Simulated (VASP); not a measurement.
# AlNi (Imma) in VASP: notebook

AlNi is run at these levels: PBEsol; tasks: single point.

All numbers are computed with VASP 6.6.1; they aren't measurements. Logs are shortened: lines on timing, memory, paths and dates and some standing lists are left out, and cuts for length are marked.

### Step 1. The cell of the first run

The structure is orthorhombic, space group Imma (No. 74). Conventional cell: a = 4.048 Å, b = 5.724 Å, c = 4.048 Å, α = 90.00°, β = 90.00°, γ = 90.00°. Within 3.0 Å of Al (site symmetry mm2) lie 8 Ni at 2.27 to 2.70 Å and 4 Al at 2.52 to 2.91 Å. Ni (site symmetry 2/m) has 8 Al at 2.27 to 2.70 Å and 6 Ni at 2.86 Å within 3.0 Å.

### Step 2. Single point, PBEsol (atoms displaced along a vibrational mode)

INCAR

```
ALGO = Normal ; EDIFF = 1E-6
ENCUT = 600 ; GGA = PS
GGA_COMPAT = F ; ISIF = 2
ISMEAR = 0 ; LASPH = T
LCHARG = T ; LELF = T
LREAL = F ; LVHAR = T
LWAVE = F ; NBANDS = 21
NELM = 120 ; PREC = Accurate
SIGMA = 0.15
```

KPOINTS

```
k-points
0
Gamma
  18 18 18
```

POSCAR

```
AlNi
1.0
   -2.8621655520      0.0000000000     -2.8621655520
    0.0000000000     -2.8621655520     -2.8621655520
   -2.8621655520     -2.8621655520      0.0000000000
Al Ni
2 2
Direct
    0.5000000000      0.5000000000      0.4351485696
    0.0000000000      0.0000000000      0.0648514304
    0.2500000000      0.2500000000      0.2500000000
    0.7500000000      0.7500000000      0.7500000000
```

Potentials or basis: VASP PAW PBE potentials, release 64 (Al, Ni).

On the command line:

```bash
$ cat potpaw_PBE.64/Al/POTCAR potpaw_PBE.64/Ni/POTCAR > POTCAR
$ mpirun -np 1 vasp_std > vasp.out
```

OUTCAR:

```text
EDIFF = 1E-6
   ENCUT = 600
   GGA = PS
   ISIF = 2
   ISMEAR = 0
   LASPH = T
   LREAL = F
   NELM = 120
   PREC = Accurate

 ion  position               nearest neighbor table
   1  0.500  0.500  0.435-   3 2.27   4 2.27   3 2.49   3 2.49   4 2.49   4 2.49   2 2.52   2 2.52
                             4 2.70   3 2.70   2 2.91   2 2.91   2 3.25   2 3.25
   2  0.000  0.000  0.065-   4 2.27   3 2.27   4 2.49   4 2.49   3 2.49   3 2.49   1 2.52   1 2.52
                             4 2.70   3 2.70   1 2.91   1 2.91   1 3.25   1 3.25
   3  0.250  0.250  0.250-   1 2.27   2 2.27   2 2.49   2 2.49   1 2.49   1 2.49   2 2.70   1 2.70
                             4 2.86   4 2.86   4 2.86   4 2.86   4 2.86   4 2.86
   4  0.750  0.750  0.750-   1 2.27   2 2.27   1 2.49   1 2.49   2 2.49   2 2.49   2 2.70   1 2.70
                             3 2.86   3 2.86   3 2.86   3 2.86   3 2.86   3 2.86

  LATTYP: Found a face centered cubic cell.
 ALAT       =     5.7243311040

  Lattice vectors:

 A1 = (  -2.8621655520,   0.0000000000,  -2.8621655520)
 A2 = (   0.0000000000,  -2.8621655520,  -2.8621655520)
 A3 = (  -2.8621655520,  -2.8621655520,   0.0000000000)

Analysis of symmetry for initial positions (statically):
=====================================================================
 Subroutine PRICEL returns:
 Original cell was already a primitive cell.

 Routine SETGRP: Setting up the symmetry group for a
 face centered cubic supercell.

 Subroutine GETGRP returns: Found  8 space group operations
 (whereof  4 operations were pure point group operations)
 out of a pool of 48 trial point group operations.

The static configuration has the point symmetry C_2v.
 The point group associated with its full space group is D_2h.

Analysis of symmetry for dynamics (positions and initial velocities):
=====================================================================
 Subroutine PRICEL returns:
 Original cell was already a primitive cell.

 Routine SETGRP: Setting up the symmetry group for a
 face centered cubic supercell.

 Subroutine GETGRP returns: Found  8 space group operations
 (whereof  4 operations were pure point group operations)
 out of a pool of 48 trial point group operations.

The dynamic configuration has the point symmetry C_2v.
 The point group associated with its full space group is D_2h.

 Subroutine INISYM returns: Found  8 space group operations
 (whereof  4 operations are pure point group operations),
 and found     1 'primitive' translations

----------------------------------------------------------------------------------------

                                     Primitive cell

  volume of cell :      46.8937

  direct lattice vectors                    reciprocal lattice vectors
    -2.862165552  0.000000000 -2.862165552    -0.174692900  0.174692900 -0.174692900
     0.000000000 -2.862165552 -2.862165552     0.174692900 -0.174692900 -0.174692900
    -2.862165552 -2.862165552  0.000000000    -0.174692900 -0.174692900  0.174692900

  length of vectors
     4.047713341  4.047713341  4.047713341     0.302576978  0.302576978  0.302576978

  position of ions in fractional coordinates (direct lattice)
     0.500000000  0.500000000  0.435148570
     0.000000000  0.000000000  0.064851430
     0.250000000  0.250000000  0.250000000
     0.750000000  0.750000000  0.750000000

  ion indices of the primitive-cell ions
   primitive index   ion index
                 1           1
                 2           2
                 3           3
                 4           4

----------------------------------------------------------------------------------------

 KPOINTS: k-points

Automatic generation of k-mesh.
 Grid dimensions read from file:
 generate k-points for:   18   18   18

 Generating k-lattice:

  Cartesian coordinates                     Fractional coordinates (reciprocal lattice)
    -0.009705161  0.009705161 -0.009705161     0.055555556  0.000000000  0.000000000
     0.009705161 -0.009705161 -0.009705161     0.000000000  0.055555556  0.000000000
    -0.009705161 -0.009705161  0.009705161     0.000000000  0.000000000  0.055555556

  Length of vectors
     0.016809832  0.016809832  0.016809832

  Shift w.r.t. Gamma in fractional coordinates (k-lattice)
     0.000000000  0.000000000  0.000000000

 Subroutine IBZKPT returns following result:
 ===========================================

 Found    865 irreducible k-points:

 Following reciprocal coordinates:
            Coordinates               Weight
  0.000000  0.000000  0.000000      1.000000
  0.055556  0.000000  0.000000      4.000000
  0.000000  0.000000  0.055556      4.000000
  0.111111  0.000000  0.000000      4.000000
  0.000000  0.000000  0.111111      4.000000
  0.166667  0.000000  0.000000      4.000000
[... 16 lines left out ...]
  0.000000  0.111111  0.055556      8.000000
  0.055556  0.000000  0.111111      8.000000
 [... further k-points ...]
   k-points           NKPTS =    865   k-points in BZ     NKDIM =    865   number of bands    NBANDS=     21
   number of dos      NEDOS =    301   number of ions     NIONS =      4
   total plane-waves  NPLWV =  32768
   dimension x,y,z NGX =    32 NGY =   32 NGZ =   32
   dimension x,y,z NGXF=    64 NGYF=   64 NGZF=   64
   ions per type =               2   2
   NGX,Y,Z   is equivalent  to a cutoff of  13.14, 13.14, 13.14 a.u.
   NGXF,Y,Z  is equivalent  to a cutoff of  26.29, 26.29, 26.29 a.u.
 SYSTEM =  unknown system
   PREC   = accura    normal or accurate (medium, high low for compatibility)
   ISTART =      0    job   : 0-new  1-cont  2-samecut
   ICHARG =      2    charge: 1-file 2-atom 10-const
   ISPIN  =      1    spin polarized calculation?
   LNONCOLLINEAR =      F non collinear calculations
   LSORBIT =      F    spin-orbit coupling
   LASPH  =      T    aspherical Exc in radial PAW
   ENCUT  =  600.0 eV  44.10 Ry    6.64 a.u.   8.08  8.08  8.08*2*pi/ulx,y,z
   NELM   =    120;   NELMIN=  2; NELMDL= -5     # of ELM steps
   EDIFF  = 0.1E-05   stopping-criterion for ELM
   LREAL  =      F    real-space projection
   EDIFFG = 0.1E-04   stopping-criterion for IOM
   NSW    =      0    number of steps for IOM
   IBRION =     -1    ionic relax: 0-MD 1-quasi-New 2-CG
   NFREE  =      0    steps in history (QN), initial steepest desc. (CG)
   ISIF   =      2    stress and relaxation
   ISYM   =      2    0-nonsym 1-usesym 2-fastsym
   POTIM  = 0.5000    time-step for ionic-motion
   TEBEG  =    0.0;   TEEND  =   0.0 temperature during run
   PSTRESS=    0.0 pullay stress
   NELECT =      26.0000    total number of electrons
   NUPDOWN=      -1.0000    fix difference up-down
   EMIN   =  10.00;   EMAX   =-10.00  energy-range for DOS
   EFERMI =   0.00;   METHOD = LEGACY
   ISMEAR =     0;   SIGMA  =   0.15  broadening in eV -4-tet -1-fermi 0-gaus
   EFERMI_NEDOS =   21; number of points for ismear=-14 and -15
   IALGO  =     38    algorithm
   IMIX   =      4    mixing-type and parameters
     AMIX     =   0.40;   BMIX     =  1.00
     AMIX_MAG =   1.60;   BMIX_MAG =  1.00
  volume/ion in A,a.u.               =      11.72        79.11
  Fermi-wavevector in a.u.,A,eV,Ry     =   1.344914  2.541519 24.610134  1.808794
  Thomas-Fermi vector in A             =   2.472869
   LORBIT       =      0    0 simple, 1 ext, 2 COOP (PROOUT), +10 PAW based schemes
   GGA     = PS    functional components
   LHFCALC =     F    Hartree Fock is set to
   AEXX    =    0.0000 exact exchange contribution
   IVDW    =     0    specifies the selected vdW correction
   LEPSILON=     F    determine dielectric tensor
   LRPA    =     F    only Hartree local field effects (RPA)
 non-spin polarized calculation
 Gauss-broadening in eV      SIGMA  =   0.15
  energy-cutoff  :      600.00
  volume of cell :       46.89
 maximum number of plane-waves:      1588
   NGX = 17   NGY = 17   NGZ = 17

 number of electron      25.9999992 magnetization

 Free energy of the ion-electron system (eV)
  ---------------------------------------------------
  ext. energy  EPLUGINS =         0.00000000
  ---------------------------------------------------
  free energy    TOTEN  =       -22.32660888 eV

  energy without entropy =      -22.30890508  energy(sigma->0) =      -22.31775698

 E-fermi :  10.0976     XC(G=0): -12.2325

 val. band max:       10.0965705208   @ k =   0.0556  -0.3333  -0.2778
 cond. band min:      10.0984476713   @ k =   0.2778   0.1667   0.0000
 fundamental gap:      0.0018771505
 Fermi energy:        10.0975940517

 k-point     1 :       0.0000    0.0000    0.0000
  band No.  band energies     occupation
      1      -1.2128      2.00000
      2       5.6127      2.00000
      3       5.8858      2.00000
      4       5.9624      2.00000
      5       6.7882      2.00000
      6       6.9554      2.00000
[... 13 lines left out ...]
     20      16.1483      0.00000
     21      16.5116      0.00000

 k-point     2 :       0.0556    0.0000    0.0000
  band No.  band energies     occupation
      1      -1.1698      2.00000
      2       5.5937      2.00000
      3       5.9022      2.00000
      4       5.9619      2.00000
      5       6.7933      2.00000
      6       6.9566      2.00000
[... 13 lines left out ...]
     20      15.9986      0.00000
     21      16.3083      0.00000

 k-point     3 :       0.0000    0.0000    0.0556
  band No.  band energies     occupation
      1      -1.1703      2.00000
      2       5.6287      2.00000
      3       5.8633      2.00000
      4       5.9681      2.00000
      5       6.7904      2.00000
      6       6.9613      2.00000
[... 13 lines left out ...]
     20      15.9792      0.00000
     21      16.4997      0.00000

 k-point     4 :       0.1111    0.0000    0.0000
  band No.  band energies     occupation
      1      -1.0411      2.00000
      2       5.5169      2.00000
      3       5.9508      2.00000
      4       5.9750      2.00000
      5       6.8087      2.00000
      6       6.9619      2.00000
[... 13 lines left out ...]
     20      15.8326      0.00000
     21      16.2112      0.00000

 k-point     5 :       0.0000    0.0000    0.1111
  band No.  band energies     occupation
      1      -1.0432      2.00000
      2       5.6762      2.00000
      3       5.7661      2.00000
      4       6.0099      2.00000
      5       6.7982      2.00000
      6       6.9791      2.00000
[... 13 lines left out ...]
     20      15.7598      0.00000
     21      16.6144      0.00000

 k-point     6 :       0.1667    0.0000    0.0000
  band No.  band energies     occupation
      1      -0.8277      2.00000
      2       5.3436      2.00000
      3       6.0236      2.00000
      4       6.0291      2.00000
      5       6.8348      2.00000
      6       6.9747      2.00000
[... 13 lines left out ...]
     20      15.9718      0.00000
     21      16.7569      0.00000

 k-point     7 :       0.0000    0.0000    0.1667
  band No.  band energies     occupation
      1      -0.8329      2.00000
      2       5.5763      2.00000
      3       5.7526      2.00000
      4       6.0892      2.00000
      5       6.8139      2.00000
      6       7.0092      2.00000
[... 13 lines left out ...]
     20      16.0048      0.00000
     21      16.9696      0.00000
[... 291 lines left out ...]
      1      -1.1555      2.00000
      2       5.6335      2.00000
      3       5.9031      2.00000
      4       5.9199      2.00000
      5       6.7888      2.00000
      6       6.9674      2.00000
[... 13 lines left out ...]
     20      15.7690      0.00000
     21      16.5275      0.00000

 k-point    21 :       0.0000    0.0556    0.0556
  band No.  band energies     occupation
      1      -1.1560      2.00000
      2       5.5985      2.00000
      3       5.8804      2.00000
      4       5.9819      2.00000
      5       6.7942      2.00000
      6       6.9565      2.00000
[... 13 lines left out ...]
     20      16.2288      0.00000
     21      16.4130      0.00000

 k-point    22 :       0.1111    0.0556    0.0000
  band No.  band energies     occupation
      1      -1.0554      2.00000
      2       5.6139      2.00000
      3       5.8976      2.00000
      4       5.9362      2.00000
      5       6.7936      2.00000
      6       6.9807      2.00000
[... 13 lines left out ...]
     20      15.8643      0.00000
     21      16.4779      0.00000

 k-point    23 :       0.0000    0.1111    0.0556
  band No.  band energies     occupation
      1      -1.0558      2.00000
      2       5.5256      2.00000
      3       5.9232      2.00000
      4       6.0047      2.00000
      5       6.8066      2.00000
      6       6.9556      2.00000
[... 13 lines left out ...]
     20      16.1846      0.00000
     21      16.2679      0.00000

 k-point    24 :       0.0556    0.0000    0.1111
  band No.  band energies     occupation
      1      -1.0574      2.00000
      2       5.6193      2.00000
      3       5.8264      2.00000
      4       6.0144      2.00000
      5       6.7993      2.00000
      6       6.9685      2.00000
[... 13 lines left out ...]
     20      16.1828      0.00000
     21      16.6545      0.00000

 [... further k-points ...]

------------------------ aborting loop because EDIFF is reached ----------------------------------------

  FORCE on cell =-STRESS in cart. coord.  units (eV):
  Direction    XX          YY          ZZ          XY          YZ          ZX
  --------------------------------------------------------------------------------------
  -------------------------------------------------------------------------------------
  Total        2.6060514      2.6060514      1.6996160      0.9355292      0.0000000      0.0000000
  in kB       89.0388021     89.0388021     58.0693736     31.9634516      0.0000000      0.0000000
  external PRESSURE =      78.7156592 kB  Pullay stress =       0.0000000 kB

 VOLUME and BASIS-vectors are now :
 -----------------------------------------------------------------------------
  energy-cutoff  :      600.00
  volume of cell :       46.89
      direct lattice vectors                 reciprocal lattice vectors
    -2.862165552  0.000000000 -2.862165552    -0.174692900  0.174692900 -0.174692900
     0.000000000 -2.862165552 -2.862165552     0.174692900 -0.174692900 -0.174692900
    -2.862165552 -2.862165552  0.000000000    -0.174692900 -0.174692900  0.174692900

 POSITION                                       TOTAL-FORCE (eV/Angst)
 -----------------------------------------------------------------------------------
     -2.67655     -2.67655     -2.86217        -2.421411     -2.421411     -0.000000
     -0.18562     -0.18562      0.00000         2.421411      2.421411     -0.000000
     -1.43108     -1.43108     -1.43108        -0.000000      0.000000      0.000000
     -4.29325     -4.29325     -4.29325        -0.000000     -0.000000      0.000000
 -----------------------------------------------------------------------------------
    total drift:                                0.000000      0.000000     -0.000000

  FREE ENERGIE OF THE ION-ELECTRON SYSTEM (eV)
  ---------------------------------------------------
  free  energy   TOTEN  =       -22.3266088792 eV

  energy  without entropy=      -22.3089050751  energy(sigma->0) =      -22.31775698
```

It took 14 min on 1 thread of Oxide Virtual Turin-like, shared host; peak memory 0.89 GiB.

What came out:

```
Free energy            : -22.3266 eV
Pressure               : 7.9 GPa
Largest force          : 3.424 eV/Å
Band gap on the k mesh : zero (bands 13 and 14 overlap by 2.50 eV)
```

Forces in eV/Å, atoms in the order of the input:
```
Al  -2.421 -2.421  0.000
Al   2.421  2.421  0.000
Ni   0.000  0.000  0.000
Ni   0.000  0.000  0.000
```

Caveat: the cell differs from its parent crystal (atoms displaced along a vibrational mode); the cell stands under pressure; the PAW data sets were made with another functional, which shifts forces and pressure a little.

(Part 1 of 2 ends here.)
